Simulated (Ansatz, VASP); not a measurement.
## One calculation of BN, two programs

```xyz
4
Lattice="2.5009 0.0000 0.0000 -1.2505 2.1659 0.0000 0.0000 0.0000 6.8721" Properties=species:S:1:pos:R:3 pbc="T T T"
B     0.0000    1.4439    1.7180
B     1.2505    0.7220    5.1540
N     0.0000    1.4439    5.1540
N     1.2505    0.7220    1.7180
```

Alike in both runs: functional r2SCAN; k mesh 20 × 20 × 6; occupations fermi-dirac, width 0.08 eV; no spin polarisation.

Ansatz relaxed the structure, and its values are those at the end. VASP's run is a single point on that final structure, the one shown.

```csv
,VASP,Ansatz
version,VASP 6.6.1,Ansatz 0.2.0
potentials or method,"VASP PAW PBE potentials, release 64 (B, N)","PAW with Ansatz's default frozen-core files, scalar-relativistic"
plane-wave cutoff (eV),520,500
valence electrons in the cell,16,16
```

|  | VASP | Ansatz | Ansatz less VASP |
| --- | --- | --- | --- |
| pressure (GPa) | 0.4 | 0.0 | -0.38 |

VASP's potentials were made for PBE, not for r2SCAN.
